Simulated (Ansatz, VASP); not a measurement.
## Ge in VASP and in Ansatz

```xyz
2
Lattice="-2.5745 2.5745 1.3974 2.5745 -2.5745 1.3974 2.5745 2.5745 -1.3974" Properties=species:S:1:pos:R:3 pbc="T T T"
Ge    2.5745    0.0000    0.6987
Ge    0.0000    0.0000    1.3974
```

Alike in both runs: task single point; functional LDA; k mesh 8 × 8 × 8; occupations gaussian, width 0.1 eV; no spin polarisation.

|  | VASP | Ansatz |
| --- | --- | --- |
| version | VASP 6.6.1 | Ansatz 0.2.0 |
| potentials or method | VASP PAW LDA potentials, release 64 (Ge_d), cutoff 520 eV | scalar-relativistic, plane waves, PAW |
| valence electrons in the cell | 28 | 28 |

|  | VASP | Ansatz | Ansatz less VASP |
| --- | --- | --- | --- |
| gap on the k mesh at the Fermi level (eV) | none | none | - |
| pressure (GPa) | -2.6 | -2.6 | -0.03 |
| traceless stress, the component that is largest in VASP (GPa) | 3.20 | 3.20 | -0.006 |

LDA's correlation is that of Perdew and Zunger in VASP and of Perdew and Wang (1992) in Ansatz. A gap of «none» marks a metal or a gap that the smearing closes.
